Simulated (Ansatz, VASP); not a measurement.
Sn: VASP beside Ansatz

```
CELL_PARAMETERS angstrom
0.00000 3.27107 3.27107
3.27107 0.00000 3.27107
3.27107 3.27107 0.00000
ATOMIC_POSITIONS crystal
Sn 0.83000 0.89000 0.89000
Sn 0.17000 0.11000 0.11000
```

Change from the starting cell: shortest bond scaled by 0.88, crystal datasets.

Alike in both runs: task electric field gradients; functional PBEsol; k mesh 8 × 8 × 8; occupations fermi-dirac, width 0.05 eV; no spin polarisation.

|  | VASP | Ansatz |
| --- | --- | --- |
| version | VASP 6.6.1 | Ansatz 0.2.0 |
| potentials or method | VASP PAW PBE potentials, release 64 (Sn_d), cutoff 520 eV | all-electron PAW with datasets made for the crystal, scalar-relativistic |

```tsv
	VASP	Ansatz	Ansatz less VASP
pressure (GPa)	2.6	2.7	+0.06
traceless stress, the component that is largest in VASP (GPa)	-5.73	-5.73	0.000
rms of the force components (eV/Å)	2.279	2.276	-0.0030
size of Vzz on the site where it differs most (V/Å²)	122.4	108.9	-13.48
```

VASP's potentials were made for PBE, not for PBEsol. Atom by atom the forces differ by 0.003 eV/Å (rms over components). Ansatz ran all-electron here, and VASP with PAW potentials.
